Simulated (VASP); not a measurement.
A run of VASP 6.6.1:

Contents of INCAR:

```
ALGO = Normal
EDIFF = 1E-6
ENCUT = 520
GGA = PE
ISIF = 2
ISMEAR = -1
LASPH = T
LCHARG = F
LREAL = F
LWAVE = F
NBANDS = 16
NELM = 100
PREC = Accurate
SIGMA = 0.05
```

File KPOINTS:

```
k-points
0
Gamma
  9 9 5
```

The input POSCAR:

```
Ir
1.0
    2.7472498965      0.0000000000      0.0000000000
   -1.3736249483      2.3791882009      0.0000000000
    0.0000000000      0.0000000000      4.4554128115
Ir
2
Direct
    0.3333333333      0.6666666667      0.2500000000
    0.6666666667      0.3333333333      0.7500000000
```

Potentials or basis: VASP PAW PBE potentials, release 64 (Ir).

Launch:

```bash
$ cat potpaw_PBE.64/Ir/POTCAR > POTCAR
$ mpirun -np 1 vasp_std > vasp.out
```

Hardware: 1 thread of Intel Xeon 8259CL, on a shared host.

Q: Estimate the wall time of this run.

A: Wall time 23 s on 1 thread of Intel Xeon 8259CL, with other jobs on the host, peak memory 0.15 GiB. Counts: scf iterations 12, k points 36.
